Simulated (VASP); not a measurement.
Here is a VASP 6.6.1 calculation.

The input INCAR:

```
  ALGO = Normal
  EDIFF = 1E-6
  ENCUT = 520
  GGA = PE
  ISIF = 2
  ISMEAR = 0
  LASPH = T
  LCHARG = F
  LREAL = F
  LWAVE = F
  NBANDS = 18
  NELM = 60
  PREC = Accurate
  SIGMA = 0.05
```

KPOINTS

```
k-points
0
Gamma
  12 12 4
```

POSCAR

```
PtSe2
1.0
    3.7516620337      0.0000000000      0.0000000000
   -1.8758310169      3.2490346276      0.0000000000
    0.0000000000      0.0000000000      6.6247817263
Pt Se
1 2
Direct
    0.0000000000      0.0000000000      0.0000000000
    0.3333333333      0.6666666667      0.2001869949
    0.6666666667      0.3333333333      0.7998130051
```

Potentials or basis: VASP PAW PBE potentials, release 64 (Pt, Se).

Launch:

```sh
$ cat potpaw_PBE.64/Pt/POTCAR potpaw_PBE.64/Se/POTCAR > POTCAR
$ mpirun -np 1 vasp_std > vasp.out
```

(1) What does it give for the pressure?

(2) What does it give for the band gap on the k mesh?

(3) What does it give for the largest force?

Answers

(1) -1.0 GPa.

(2) 0.94 eV, indirect (least direct gap 1.09 eV).

(3) 0.217 eV/Å.

Caveat: the cell differs from its parent crystal (strain +0.0150 x Voigt [0, 0, 1, 0, 0, 0]); spin-orbit coupling is left out, which moves the levels of the heavy elements; this functional lacks dispersion, which binds the layers, so the pressure and a relaxed spacing across them are unreliable.
